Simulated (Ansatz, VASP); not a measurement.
## One calculation of Te5Mo, two programs

```
CELL_PARAMETERS angstrom
8.26176 0.00000 0.00000
0.00000 8.26176 0.00000
0.00000 0.00000 3.14203
ATOMIC_POSITIONS crystal
Te 0.28304 0.00000 0.50000
Te 0.71696 0.00000 0.50000
Te 0.00000 0.28304 0.50000
Te 0.00000 0.71696 0.50000
Te 0.50000 0.50000 0.50000
Mo 0.00000 0.00000 0.00000
```

Alike in both runs: functional PBE; k mesh 6 × 6 × 12; occupations gaussian, width 0.1 eV; no spin polarisation.

Ansatz relaxed the structure, and its values are those at the end. VASP's run is a single point on that final structure, the one shown.

```csv
,VASP,Ansatz
version,VASP 6.6.1,Ansatz 0.2.0
potentials or method,"VASP PAW PBE potentials, release 64 (Te, Mo_sv), cutoff 520 eV","scalar-relativistic, plane waves, PAW"
valence electrons in the cell,44,94
```

VASP gave:

| Property | Result |
| --- | --- |
| gap on the k mesh at the Fermi level (eV) | none |
| pressure (GPa) | 0.0 |
| rms of the force components (eV/Å) | 0.003 |

**Question.** What did Ansatz give for the same quantities?

**Answer.** gap on the k mesh at the Fermi level (eV): none; pressure (GPa): 0.0; rms of the force components (eV/Å): 0.001.

A gap of «none» marks a metal or a gap that the smearing closes. The functional is the same, so the differences come from potentials, cutoffs and numerics. VASP's potentials hold 44 valence electrons a cell and Ansatz's 94, so a difference there can come from the potentials and not from the codes.

Neither program's run includes spin-orbit coupling.
